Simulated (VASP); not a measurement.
Runs of VASP 6.6.1 on AlAu2. The structure is that of space group I4/mmm (No. 139), or close to it. The cells are those of the table. 

```tsv
cell	further INCAR settings	gap on the mesh (eV)	pressure (GPa)	largest force (eV/Å)
a = 4.930 Å, angles 140.4, 140.4, 57.2°, 3 atoms	ALGO = Fast; EDIFF = 1e-06; NBANDS = 20	none	-2.7	0.07
a = 5.196 Å, angles 144.1, 144.1, 51.7°, 3 atoms	ALGO = Fast; EDIFF = 1e-06; NBANDS = 20	none	-2.7	0.55
a = 5.113 Å, angles 142.7, 142.7, 53.8°, 3 atoms	ALGO = Fast; EDIFF = 1e-07; NBANDS = 20	none	-5.2	0.42
a = 5.102 Å, angles 143.0, 143.0, 53.3°, 3 atoms	ALGO = Fast; EDIFF = 1e-07; NBANDS = 20	none	(a)	0.48
a = 5.021 Å, angles 141.6, 141.6, 55.5°, 3 atoms	ALGO = Fast; EDIFF = 1e-06; NBANDS = 20	none	-4.2	0.23
```

Alike in all rows: task single point; level LDA; potentials or basis VASP PAW LDA potentials, release 64 (Al, Au); no spin polarisation; k mesh 16 × 16 × 16; cutoff (eV) 520; smearing gaussian 0.15 eV.

Task: Fill in the values left out.

Result: (a) -2.2.

Caveats: spin-orbit coupling is left out, which moves the levels of the heavy elements; the stress differs along the axes, from -7 to -1 GPa (at least some runs); the stress differs along the axes, from -9 to -3 GPa (at least some runs); the stress differs along the axes, from -6 to -0 GPa (at least some runs); the cell stands under tension (at least some runs).

A k mesh can miss the band edges, and the runs leave out spin-orbit coupling on Au.

A gap of «none» marks levels without a gap at the run's occupations.
